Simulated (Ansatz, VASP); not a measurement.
## Two plane-wave programs on GaN

Contents of INCAR:

```
PREC = Accurate
ENCUT = 600
EDIFF = 1E-6
ISMEAR = 0
SIGMA = 0.01
LREAL = False
LASPH = True
NELM = 120
ALGO = Normal
ISIF = 2
LWAVE = False
LCHARG = False
GGA = CA
NBANDS = 16
GGA_COMPAT = False
```

Contents of KPOINTS:

```
Automatic mesh
0
Gamma
  8 8 8
```

File POSCAR:

```
GaN
1.0
    0.0000000000      2.2535005000      2.2535005000
    2.2535005000      0.0000000000      2.2535005000
    2.2535005000      2.2535005000      0.0000000000
Ga N
1 1
Direct
    0.0000000000      0.0000000000      0.0000000000
    0.2500000000      0.2500000000      0.2500000000
```

Input for Ansatz:

```yaml
crystal:
  lattice:
    bravais: fcc
    a: 4.507001
  space_group: 216
  atoms:
    - { symbol: Ga, position: [0.0, 0.0, 0.0] }
    - { symbol: "N", position: [0.25, 0.25, 0.25] }
  reduce_to_primitive: true
basis:
  ecutwfc: 500.0
kpoints:
  mp_grid:
    grid: [8, 8, 8]
hamiltonian:
  xc: lda
scf:
  occupations:
    method: fixed
output:
  forces: true
  stress: true
```

Alike in both runs: task single point; functional LDA; k mesh 8 × 8 × 8; no spin polarisation.

```csv
,VASP,Ansatz
version,VASP 6.6.1,Ansatz 0.2.0
potentials or method,"VASP PAW LDA potentials, release 64 (Ga_d, N), cutoff 600 eV","plane waves, PAW"
occupations,"gaussian, width 0.01 eV",fixed
valence electrons in the cell,18,18
```

```csv
,VASP,Ansatz,Ansatz less VASP
pressure (GPa),-5.6,-6.5,-0.92
```

LDA's correlation is that of Perdew and Zunger in VASP and of Perdew and Wang (1992) in Ansatz.
